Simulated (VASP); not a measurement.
# SiO2 (P4_32_12) in VASP: further runs

The runs below take SiO2 through single point, with r2SCAN.

Everything below comes from runs of VASP 6.6.1. Logs are shortened: lines on timing, memory, paths and dates and some standing lists are left out, and cuts for length are marked.

## 1. The cell of the first run

It takes space group P4_32_12 (No. 96, tetragonal). The conventional cell has a = 4.907 Å, b = 4.907 Å, c = 6.817 Å, α = 90.00°, β = 90.00°, γ = 90.00°. Si (site symmetry 2) has 4 O at 1.61 Å within 2.1 Å. O (site symmetry 1) has 2 Si at 1.61 Å within 2.1 Å.

## 2. Single point, r2SCAN

File POSCAR:

```
SiO2
1.0
    4.9068520210      0.0000000000      0.0000000000
    0.0000000000      4.9068520210      0.0000000000
    0.0000000000      0.0000000000      6.8168880461
Si O
4 8
Direct
    0.1905876465      0.1905876465      0.0000000000
    0.3094123535      0.6905876465      0.7500000000
    0.6905876465      0.3094123535      0.2500000000
    0.8094123535      0.8094123535      0.5000000000
    0.6231688598      0.7353632085      0.6876908232
    0.3768311402      0.2646367915      0.1876908232
    0.7353632085      0.6231688598      0.3123091768
    0.2353632085      0.8768311402      0.9376908232
    0.2646367915      0.3768311402      0.8123091768
    0.1231688598      0.7646367915      0.5623091768
    0.8768311402      0.2353632085      0.0623091768
    0.7646367915      0.1231688598      0.4376908232
```

File INCAR.step1:

```
SYSTEM = SiO2
ALGO = Normal ; EDIFF = 1E-4
ENCUT = 520 ; GGA = PE
ISMEAR = 0 ; LASPH = .TRUE.
LCHARG = .FALSE. ; LREAL = .FALSE.
LWAVE = .TRUE. ; NBANDS = 44
NELM = 60 ; PREC = Accurate
SIGMA = 0.02
```

File INCAR.step2:

```
SYSTEM = SiO2
ALGO = Normal ; EDIFF = 1E-7
ENCUT = 520 ; ISIF = 2
ISMEAR = 0 ; ISTART = 1
LASPH = .TRUE. ; LCHARG = .FALSE.
LMIXTAU = .TRUE. ; LREAL = .FALSE.
LWAVE = .FALSE. ; METAGGA = R2SCAN
NBANDS = 44 ; NELM = 60
PREC = Accurate ; SIGMA = 0.02
```

File KPOINTS:

```
k-points
0
G
  6 6 4
  0 0 0
```

Potentials or basis: VASP PAW PBE potentials, release 64 (Si, O).

On the command line:

```sh
> cat potpaw_PBE.64/Si/POTCAR potpaw_PBE.64/O/POTCAR > POTCAR
> cp INCAR.step1 INCAR
> mpirun -np 1 vasp_std > vasp.out
> cp INCAR.step2 INCAR
> mpirun -np 1 vasp_std > vasp.out
```

OUTCAR:

```text
SYSTEM = SiO2
   EDIFF = 1E-7
   ENCUT = 520
   ISIF = 2
   ISMEAR = 0
   ISTART = 1
   LASPH = .TRUE.
   LREAL = .FALSE.
   METAGGA = R2SCAN
   NELM = 60
   PREC = Accurate

 ion  position               nearest neighbor table
   1  0.191  0.191  0.000-   8 1.61  11 1.61   9 1.61   6 1.61   2 3.04   3 3.04   2 3.04   3 3.04

   2  0.309  0.691  0.750-   5 1.61   9 1.61   8 1.61  10 1.61   1 3.04   4 3.04   1 3.04   4 3.04

   3  0.691  0.309  0.250-   6 1.61   7 1.61  11 1.61  12 1.61   1 3.04   4 3.04   4 3.04   1 3.04

   4  0.809  0.809  0.500-  10 1.61  12 1.61   5 1.61   7 1.61   2 3.04   3 3.04   3 3.04   2 3.04

   5  0.623  0.735  0.688-   2 1.61   4 1.61
   6  0.377  0.265  0.188-   3 1.61   1 1.61
   7  0.735  0.623  0.312-   3 1.61   4 1.61
   8  0.235  0.877  0.938-   1 1.61   2 1.61
   9  0.265  0.377  0.812-   2 1.61   1 1.61
  10  0.123  0.765  0.562-   4 1.61   2 1.61
  11  0.877  0.235  0.062-   1 1.61   3 1.61
  12  0.765  0.123  0.438-   4 1.61   3 1.61

  LATTYP: Found a simple tetragonal cell.
 ALAT       =     4.9068520210
 C/A-ratio  =     1.3892589418

  Lattice vectors:

 A1 = (   4.9068520210,   0.0000000000,   0.0000000000)
 A2 = (   0.0000000000,   4.9068520210,   0.0000000000)
 A3 = (   0.0000000000,   0.0000000000,   6.8168880461)

Analysis of symmetry for initial positions (statically):
=====================================================================
 Subroutine PRICEL returns:
 Original cell was already a primitive cell.

 Routine SETGRP: Setting up the symmetry group for a
 simple tetragonal supercell.

 Subroutine GETGRP returns: Found  8 space group operations
 (whereof  2 operations were pure point group operations)
 out of a pool of 16 trial point group operations.

The static configuration has the point symmetry C_2 .
 The point group associated with its full space group is D_4 .

Analysis of symmetry for dynamics (positions and initial velocities):
=====================================================================
 Subroutine PRICEL returns:
 Original cell was already a primitive cell.

 Routine SETGRP: Setting up the symmetry group for a
 simple tetragonal supercell.

 Subroutine GETGRP returns: Found  8 space group operations
 (whereof  2 operations were pure point group operations)
 out of a pool of 16 trial point group operations.

The dynamic configuration has the point symmetry C_2 .
 The point group associated with its full space group is D_4 .

[... 128 lines left out ...]
   PSTRESS=    0.0 pullay stress
   NELECT =      64.0000    total number of electrons
   NUPDOWN=      -1.0000    fix difference up-down
   EMIN   =  10.00;   EMAX   =-10.00  energy-range for DOS
   EFERMI =   0.00;   METHOD = LEGACY
   ISMEAR =     0;   SIGMA  =   0.02  broadening in eV -4-tet -1-fermi 0-gaus
   EFERMI_NEDOS =   21; number of points for ismear=-14 and -15
   IALGO  =     38    algorithm
   IMIX   =      4    mixing-type and parameters
     AMIX     =   0.40;   BMIX     =  1.00
     AMIX_MAG =   1.60;   BMIX_MAG =  1.00
  volume/ion in A,a.u.               =      13.68        92.30
  Fermi-wavevector in a.u.,A,eV,Ry     =   1.196017  2.260145 19.462554  1.430457
  Thomas-Fermi vector in A             =   2.331968
   LORBIT       =      0    0 simple, 1 ext, 2 COOP (PROOUT), +10 PAW based schemes
   METAGGA = R2SCAN    functional components
   LHFCALC =     F    Hartree Fock is set to
   AEXX    =    0.0000 exact exchange contribution
   IVDW    =     0    specifies the selected vdW correction
   LEPSILON=     F    determine dielectric tensor
   LRPA    =     F    only Hartree local field effects (RPA)
 non-spin polarized calculation
 Gauss-broadening in eV      SIGMA  =   0.02
  energy-cutoff  :      520.00
  volume of cell :      164.13
 maximum number of plane-waves:      4448
   NGX = 19   NGY = 19   NGZ = 25

 number of electron      63.9999969 magnetization

 Free energy of the ion-electron system (eV)
  ---------------------------------------------------
  ext. energy  EPLUGINS =         0.00000000
  ---------------------------------------------------
  free energy    TOTEN  =      -119.13351743 eV

  energy without entropy =     -119.13351743  energy(sigma->0) =     -119.13351743

 E-fermi :   0.1304     XC(G=0):  -9.1613

 val. band max:       -0.0083814531   @ k =   0.0000   0.0000   0.0000
 cond. band min:       6.4381398104   @ k =   0.0000   0.0000   0.0000
 fundamental gap:      6.4465212635
 Fermi energy:         0.1304331772

 k-point     1 :       0.0000    0.0000    0.0000
  band No.  band energies     occupation
      1     -20.4850      2.00000
      2     -19.5646      2.00000
      3     -19.5646      2.00000
      4     -18.4325      2.00000
      5     -18.3517      2.00000
      6     -18.3479      2.00000
[... 1117 lines left out ...]
     43      12.4479      0.00000
     44      12.4479      0.00000

 [... further k-points ...]

------------------------ aborting loop because EDIFF is reached ----------------------------------------

  FORCE on cell =-STRESS in cart. coord.  units (eV):
  Direction    XX          YY          ZZ          XY          YZ          ZX
  --------------------------------------------------------------------------------------
  -------------------------------------------------------------------------------------
  Total        1.1645531      1.1645531      0.7050187     -0.0000000      0.0000000      0.0000000
  in kB       11.3678359     11.3678359      6.8820712     -0.0000000      0.0000000      0.0000000
  external PRESSURE =       9.8725810 kB  Pullay stress =       0.0000000 kB

 VOLUME and BASIS-vectors are now :
 -----------------------------------------------------------------------------
  energy-cutoff  :      520.00
  volume of cell :      164.13
      direct lattice vectors                 reciprocal lattice vectors
     4.906852021  0.000000000  0.000000000     0.203796649  0.000000000  0.000000000
     0.000000000  4.906852021  0.000000000     0.000000000  0.203796649  0.000000000
     0.000000000  0.000000000  6.816888046     0.000000000  0.000000000  0.146694502

 POSITION                                       TOTAL-FORCE (eV/Angst)
 -----------------------------------------------------------------------------------
      0.93519      0.93519      0.00000        -0.021791     -0.021791      0.000000
      1.51824      3.38861      5.11267         0.021791     -0.021791     -0.000000
      3.38861      1.51824      1.70422        -0.021791      0.021791      0.000000
      3.97167      3.97167      3.40844         0.021791      0.021791      0.000000
      3.05780      3.60832      4.68791         0.002550     -0.000161     -0.000125
      1.84905      1.29853      1.27947        -0.002550      0.000161     -0.000125
      3.60832      3.05780      2.12898        -0.000161      0.002550      0.000125
      1.15489      4.30248      6.39213        -0.000161     -0.002550     -0.000125
      1.29853      1.84905      5.53742         0.000161     -0.002550      0.000125
      0.60437      3.75196      3.83320         0.002550      0.000161      0.000125
      4.30248      1.15489      0.42475        -0.002550     -0.000161      0.000125
      3.75196      0.60437      2.98369         0.000161      0.002550     -0.000125
 -----------------------------------------------------------------------------------
    total drift:                                0.000000     -0.000000      0.000000

  FREE ENERGIE OF THE ION-ELECTRON SYSTEM (eV)
  ---------------------------------------------------
  free  energy   TOTEN  =      -119.1335174258 eV

  energy  without entropy=     -119.1335174258  energy(sigma->0) =     -119.13351743
```

OSZICAR.step1:

```text
N       E                     dE             d eps       ncg     rms          rms(c)
DAV:   1     0.390229335131E+03    0.39023E+03   -0.33290E+04  2640   0.133E+03
DAV:   2    -0.789705327024E+02   -0.46920E+03   -0.45637E+03  3324   0.312E+02
DAV:   3    -0.107192172493E+03   -0.28222E+02   -0.28091E+02  3256   0.810E+01
DAV:   4    -0.107546476276E+03   -0.35430E+00   -0.35373E+00  3280   0.100E+01
DAV:   5    -0.107552623433E+03   -0.61472E-02   -0.61432E-02  3228   0.129E+00    0.295E+01
DAV:   6    -0.947285253887E+02    0.12824E+02   -0.48616E+01  3068   0.323E+01    0.140E+01
DAV:   7    -0.947490248666E+02   -0.20499E-01   -0.14684E+00  3192   0.508E+00    0.510E+00
DAV:   8    -0.947434883402E+02    0.55365E-02   -0.74276E-02  3196   0.170E+00    0.198E+00
DAV:   9    -0.947576138142E+02   -0.14125E-01   -0.39013E-02  3012   0.118E+00    0.357E-01
DAV:  10    -0.947598625875E+02   -0.22488E-02   -0.41513E-03  2996   0.308E-01    0.112E-01
DAV:  11    -0.947598533492E+02    0.92383E-05   -0.94261E-04  3136   0.162E-01
   1 F= -.94759853E+02 E0= -.94759853E+02  d E =-.470679E-13
```

Run time: 25 min. Hardware: 1 thread of Oxide Virtual Turin-like, shared host; peak memory 0.33 GiB.

What came out:

```yaml
Free_energy: -119.1335 eV
Pressure: 1.0 GPa
Largest_force: 0.031 eV/Å
Band_gap_on_the_k_mesh: 6.45 eV
```

Forces on the atoms (eV/Å):
```
Si  -0.022 -0.022  0.000
Si   0.022 -0.022  0.000
Si  -0.022  0.022  0.000
Si   0.022  0.022  0.000
O    0.003  0.000  0.000
O   -0.003  0.000  0.000
O    0.000  0.003  0.000
O    0.000 -0.003  0.000
O    0.000 -0.003  0.000
O    0.003  0.000  0.000
O   -0.003  0.000  0.000
O    0.000  0.003  0.000
```

Caveat: the PAW data sets were made with another functional, which shifts forces and pressure a little.

## 3. Single point, r2SCAN

This run uses another cell than the first one, of 14.31 Å³/atom.

File POSCAR:

```
SiO2
1.0
    4.9815756559      0.0000000000      0.0000000000
    0.0000000000      4.9815756559      0.0000000000
    0.0000000000      0.0000000000      6.9206985239
Si O
4 8
Direct
    0.1978203436      0.1978203436      0.0000000000
    0.3021796564      0.6978203436      0.7500000000
    0.6978203436      0.3021796564      0.2500000000
    0.8021796564      0.8021796564      0.5000000000
    0.6087093141      0.7382811325      0.6811472772
    0.3912906859      0.2617188675      0.1811472772
    0.7382811325      0.6087093141      0.3188527228
    0.2382811325      0.8912906859      0.9311472772
    0.2617188675      0.3912906859      0.8188527228
    0.1087093141      0.7617188675      0.5688527228
    0.8912906859      0.2382811325      0.0688527228
    0.7617188675      0.1087093141      0.4311472772
```

File INCAR.step1:

```
SYSTEM = SiO2
  PREC = Accurate
  ENCUT = 520
  ISMEAR = 0
  SIGMA = 0.02
  LREAL = .FALSE.
  LASPH = .TRUE.
  NELM = 80
  NBANDS = 44
  GGA = PE
  ALGO = Normal
  EDIFF = 1E-4
  LWAVE = .TRUE.
  LCHARG = .FALSE.
```

File INCAR.step2:

```
SYSTEM = SiO2
  PREC = Accurate
  ENCUT = 520
  EDIFF = 1E-6
  ISMEAR = 0
  SIGMA = 0.02
  LREAL = .FALSE.
  LASPH = .TRUE.
  NELM = 80
  ALGO = Normal
  ISIF = 2
  LWAVE = .FALSE.
  LCHARG = .FALSE.
  METAGGA = R2SCAN
  LMIXTAU = .TRUE.
  NBANDS = 44
  ISTART = 1
```

File KPOINTS:

```
Automatic mesh
0
G
  6 6 4
  0 0 0
```

Potentials or basis: VASP PAW PBE potentials, release 64 (Si, O).

On the command line:

```sh
> cat potpaw_PBE.64/Si/POTCAR potpaw_PBE.64/O/POTCAR > POTCAR
> cp INCAR.step1 INCAR
> mpirun -np 1 vasp_std > vasp.out
> cp INCAR.step2 INCAR
> mpirun -np 1 vasp_std > vasp.out
```

Wall time 25 min (1 thread of Oxide Virtual Turin-like, shared host); peak memory 0.37 GiB.

Results (log left out):

```
Free energy            : -119.1649 eV
Pressure               : 0.2 GPa
Largest force          : 0.028 eV/Å
Band gap on the k mesh : 6.35 eV
```

Forces on the atoms (eV/Å):
```
Si  -0.020 -0.020  0.000
Si   0.020 -0.020  0.000
Si  -0.020  0.020  0.000
Si   0.020  0.020  0.000
O    0.001  0.000  0.000
O   -0.001  0.000  0.000
O    0.000  0.001  0.000
O    0.000 -0.001  0.000
O    0.000 -0.001  0.000
O    0.001  0.000  0.000
O   -0.001  0.000  0.000
O    0.000  0.001  0.000
```

Levels at points of the mesh, in eV from the valence-band top:
| k point | band 28 | band 29 | band 30 | band 31 | band 32 | band 33 | band 34 | band 35 | band 36 | band 37 |
| --- | --- | --- | --- | --- | --- | --- | --- | --- | --- | --- |
| (0.00, 0.00, 0.00) | -1.27 | -0.69 | -0.31 | -0.31 | 0.00 | 6.35 | 9.63 | 9.63 | 10.11 | 10.11 |
| (0.50, 0.00, 0.00) | -1.02 | -0.65 | -0.65 | -0.50 | -0.50 | 8.46 | 8.46 | 10.04 | 10.04 | 10.64 |
| (0.50, 0.50, 0.00) | -1.35 | -0.60 | -0.60 | -0.54 | -0.54 | 9.45 | 9.45 | 9.63 | 9.63 | 10.60 |
| (0.00, 0.00, 0.50) | -0.84 | -0.54 | -0.54 | -0.40 | -0.40 | 7.63 | 7.63 | 10.32 | 10.32 | 10.58 |
| (0.50, 0.00, 0.50) | -1.01 | -0.94 | -0.94 | -0.18 | -0.18 | 8.90 | 8.90 | 9.60 | 9.60 | 10.09 |
| (0.50, 0.50, 0.50) | -1.36 | -0.62 | -0.62 | -0.62 | -0.62 | 9.98 | 9.98 | 9.98 | 9.98 | 10.62 |

Caveat: the PAW data sets were made with another functional, which shifts forces and pressure a little.
